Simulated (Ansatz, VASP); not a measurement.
**One calculation of ZnSe, two programs**

```xyz
2
Lattice="0.0000 2.8324 2.8324 2.8979 0.0000 2.8324 2.8979 2.8324 0.0000" Properties=species:S:1:pos:R:3 pbc="T T T"
Zn    0.0000    0.0000    0.0000
Se    1.4489    1.4162    1.4162
```

Change from the starting cell: uniaxial_x strain +2.3%.

Alike in both runs: task single point; functional PBE; k mesh 8 × 8 × 8; occupations fermi-dirac, width 0.02 eV; no spin polarisation.

|  | VASP | Ansatz |
| --- | --- | --- |
| version | VASP 6.6.1 | Ansatz 0.2.0 |
| potentials or method | VASP PAW PBE potentials, release 64 (Zn, Se) | plane waves, PAW |
| plane-wave cutoff (eV) | 520 | 420 |
| valence electrons in the cell | 18 | 28 |

|  | VASP | Ansatz | Ansatz less VASP |
| --- | --- | --- | --- |
| gap on the k mesh at the Fermi level (eV) | 1.17 | 1.17 | -0.002 |
| pressure (GPa) | 1.0 | 0.7 | -0.22 |
| traceless stress, the component that is largest in VASP (GPa) | -0.54 | -0.55 | -0.005 |

With one functional, cell and mesh, what is left measures potentials, basis and numerics. VASP's potentials hold 18 valence electrons a cell and Ansatz's 28, so a difference there can come from the potentials and not from the codes.
